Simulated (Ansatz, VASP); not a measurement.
Si: VASP beside Ansatz

```xyz
2
Lattice="0.0000 2.7221 2.8038 2.7221 0.0000 2.8038 2.7221 2.7221 0.0000" Properties=species:S:1:pos:R:3 pbc="T T T"
Si    0.0000    0.0000    0.0000
Si    1.3611    1.3611    1.4019
```

Change from the starting cell: uniaxial_z strain +3.0%.

Alike in both runs: task single point; functional HSE06; k mesh 6 × 6 × 6; no spin polarisation.

```csv
,VASP,Ansatz
version,VASP 6.6.1,Ansatz 0.2.0
potentials or method,"VASP PAW PBE potentials, release 64 (Si)","plane waves, PAW"
plane-wave cutoff (eV),520,420
occupations,"gaussian, width 0.01 eV",fixed
valence electrons in the cell,8,8
```

```tsv
	VASP	Ansatz	Ansatz less VASP
gap on the k mesh at the Fermi level (eV)	1.20	1.18	-0.011
pressure (GPa)	-3.2	-2.9	+0.32
traceless stress, the component that is largest in VASP (GPa)	-2.20	-2.18	+0.017
```

Ansatz's warnings: stress exchange threshold loose, stress scf threshold loose.
